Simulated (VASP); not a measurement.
**AlAs (d.b): relaxation of cell and atoms with PBE+D3(BJ)**

Crystal: AlAs (d.b).

```
Al As
1.0
     0.00000    2.84000    2.84000
     2.84000    0.00000    2.84000
     2.84000    2.84000    0.00000
Al As
1 1
Cartesian
  0.0000 0.0000 0.0000
  1.4200 1.4200 1.4200
```

- Program: VASP 6.6.1
- Task: relaxation of cell and atoms
- Functional: PBE
- Dispersion: D3(BJ)
- Potentials or basis: VASP PAW PBE potentials, release 64 (Al, As)
- Cutoff: 500 eV
- k mesh: 8 × 8 × 8
- Occupations: gaussian, width 0.02 eV
- Spin: no spin polarisation
- Dipole correction: no
- Further INCAR settings: ALGO = Normal; EDIFF = 1e-07; IBRION = 2; EDIFFG = -0.002; NSW = 100; ISIF = 3

* Relaxed volume: 22.78 Å³/atom
* Relaxed cell: a = 4.009 Å, b = 4.009 Å, c = 4.009 Å, α = 60.00°, β = 60.00°, γ = 60.00°
* Space group after relaxing (to 0.05 Å): F-43m (No. 216)
* Energy gained by relaxing: 0.2 meV/atom
* Ionic steps: 3
* Pressure after relaxing: 0.0 GPa
* Band gap on the k mesh: 1.44 eV, indirect (least direct gap 2.03 eV)
* Dispersion energy per atom: -0.316 eV

Step by step:
```csv
step,energy change (eV),largest force (eV/Å),pressure (GPa),volume (Å³)
1,0.0000,0.0000,-0.41,45.81
2,-0.0003,0.0000,0.21,45.43
3,-0.0003,0.0000,0.01,45.55
```

Final structure:
```yaml
crystal:
  lattice:
    - [0.00000, 2.83461, 2.83461]
    - [2.83461, 0.00000, 2.83461]
    - [2.83461, 2.83461, 0.00000]
  atoms:
    - { symbol: Al, position: [0.00000, 0.00000, 0.00000] }
    - { symbol: As, position: [0.25000, 0.25000, 0.25000] }
```

Levels at points of the mesh, in eV from the valence-band top:
```tsv
k point	band 1	band 2	band 3	band 4	band 5	band 6	band 7	band 8
(0.00, 0.00, 0.00)	-11.84	0.00	0.00	0.00	2.03	4.28	4.28	4.28
(0.50, 0.00, 0.00)	-10.43	-5.55	-0.82	-0.82	2.13	4.68	4.68	7.74
(0.50, 0.50, 0.00)	-9.88	-5.42	-2.16	-2.16	1.44	2.29	10.30	10.30
```

Wall time 11 s on 1 thread of Intel(R) Xeon(R) 6975P-C (Granite Rapids), with other jobs on the host, peak memory 0.18 GiB.

A k mesh can miss the band edges. Expect the measured gap to be larger: semilocal functionals such as PBE lack the derivative discontinuity.
